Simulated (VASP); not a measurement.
Write the native input for VASP 6.6.1 that does the following.

```yaml
Task: single point
Functional: PBE
Potentials_or_basis: VASP PAW PBE potentials, release 64 (La, P, Se)
Cutoff: 500 eV
k_mesh: 4 × 4 × 1
Occupations: gaussian, width 0.15 eV
Spin: no spin polarisation
Dipole_correction: no
Further_INCAR_settings: ALGO = Normal; EDIFF = 1e-06; NBANDS = 29
```

The structure of LaPSe4 lies in POSCAR:

```
LaPSe4
1.0
    4.1161123371      0.0000000000      0.0000000000
   -2.0580561685      3.5646578487      0.0000000000
    0.0000000000      0.0000000000     10.8866183108
La P Se
1 1 4
Direct
    0.6666666667      0.3333333333      0.5000000000
    0.6666666667      0.3333333333      0.0000000000
    0.3333333333      0.6666666667      0.6663686009
    0.0000000000      0.0000000000      0.8811221126
    0.0000000000      0.0000000000      0.1188778874
    0.3333333333      0.6666666667      0.3336313991
```

These files were run (other wordings do the same):

INCAR

```
SYSTEM = LaPSe4
  PREC = Accurate
  ENCUT = 500
  EDIFF = 1E-6
  ISMEAR = 0
  SIGMA = 0.15
  LREAL = .False.
  LASPH = .True.
  NELM = 200
  ALGO = Normal
  ISIF = 2
  LWAVE = .False.
  LCHARG = .False.
  GGA = PE
  NBANDS = 29
  GGA_COMPAT = .False.
  LMAXMIX = 6
```

KPOINTS

```
regular mesh
0
Gamma
  4 4 1
  0 0 0
```

Potentials or basis: VASP PAW PBE potentials, release 64 (La, P, Se).

Command:

```sh
$ cat potpaw_PBE.64/La/POTCAR potpaw_PBE.64/P/POTCAR potpaw_PBE.64/Se/POTCAR > POTCAR
$ mpirun -np 1 vasp_std > vasp.out
```

Results of the run:

```yaml
Pressure: 0.3 GPa
Largest_force: 0.008 eV/Å
Band_gap_on_the_k_mesh: zero (band 20 reaches 4.14 eV, above the bottom of band 21 at 3.64 eV)
```

Caveat: the k points lie up to 0.58 Å⁻¹ apart; spin-orbit coupling is left out, which moves the levels of the heavy elements.

Wall time 25 s on 1 thread of Intel(R) Xeon(R) 6975P-C (Granite Rapids), with other jobs on the host, peak memory 0.26 GiB.
